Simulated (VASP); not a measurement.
A run of VASP 6.6.1 is set up as follows.

The input INCAR:

```
SYSTEM = AlCo
PREC     = Accurate       ! precision mode
ENCUT    = 520            ! plane-wave cutoff, eV
EDIFF    = 1E-7           ! SCF threshold, eV
ISMEAR   = 0              ! smearing method
SIGMA    = 0.1            ! smearing width, eV
LREAL    = .False.        ! projectors in reciprocal space
LASPH    = .True.         ! aspherical terms in the spheres
NELM     = 80             ! most SCF steps
ALGO     = Normal         ! electronic algorithm
ISIF     = 2              ! what is computed and relaxed
LWAVE    = .False.        ! write WAVECAR
LCHARG   = .False.        ! write CHGCAR
NBANDS   = 13             ! bands
```

The input KPOINTS:

```
Automatic mesh
0
Gamma
  14 14 14
  0 0 0
```

POSCAR

```
AlCo
1.0
    2.7937192586      0.0000000000      0.0000000000
    0.0000000000      2.7937192586      0.0000000000
    0.0000000000      0.0000000000      2.7937192586
Al Co
1 1
Direct
    0.0000000000      0.0000000000      0.0000000000
    0.5000000000      0.5000000000      0.5000000000
```

Potentials or basis: VASP PAW LDA potentials, release 64 (Al, Co).

Command:

```sh
$ cat potpaw_LDA.64/Al/POTCAR potpaw_LDA.64/Co/POTCAR > POTCAR
$ mpirun -np 1 vasp_std > vasp.out
```

Task: Predict the pressure.

Result: 0.3 GPa.

Task: Estimate the band gap on the k mesh.

Result: Zero (band 6 reaches 13.55 eV, above the bottom of band 7 at 10.83 eV).

Spin polarisation is off, so any magnetic state and its effect on volume and gap are missing.
